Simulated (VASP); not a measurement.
Set up this calculation in VASP 6.6.1, as the native input.

```yaml
Task: single point
Functional: PBE
Potentials_or_basis: VASP PAW PBE potentials, release 64 (In_d)
Cutoff: 520 eV
k_mesh: 11 × 11 × 14
Occupations: gaussian, width 0.2 eV
Spin: no spin polarisation
Dipole_correction: no
Further_INCAR_settings: ALGO = Normal; EDIFF = 1e-06; NBANDS = 12
```

The structure of In lies in POSCAR:

```
In
1.0
   -1.6482197047      1.6973406184      2.5249789927
    1.6973406184     -1.6482197047      2.5249789927
    1.6043570008      1.6043570008     -2.4927016059
In
1
Direct
    0.0000000000      0.0000000000      0.0000000000
```

One way to write it, as run:

INCAR

```
SYSTEM = In
PREC = Accurate
ENCUT = 520
EDIFF = 1E-6
ISMEAR = 0
SIGMA = 0.2
LREAL = .False.
LASPH = .True.
NELM = 100
ALGO = Normal
ISIF = 2
LWAVE = .False.
LCHARG = .False.
GGA = PE
NBANDS = 12
```

KPOINTS

```
Automatic mesh
0
Gamma
  11 11 14
  0 0 0
```

Potentials or basis: VASP PAW PBE potentials, release 64 (In_d).

Launch:

```console
$ cat potpaw_PBE.64/In_d/POTCAR > POTCAR
$ mpirun -np 1 vasp_std > vasp.out
```

It gave:

| Quantity | Value |
| --- | --- |
| Pressure | 0.0 GPa |
| Band gap on the k mesh | zero (an odd number of electrons rules out a gap without spin polarisation) |

Caveat: spin-orbit coupling is left out, which moves the levels of the heavy elements.

It took 52 s on 1 thread of Intel(R) Xeon(R) 6975P-C (Granite Rapids) (shared host), peak memory 0.27 GiB.
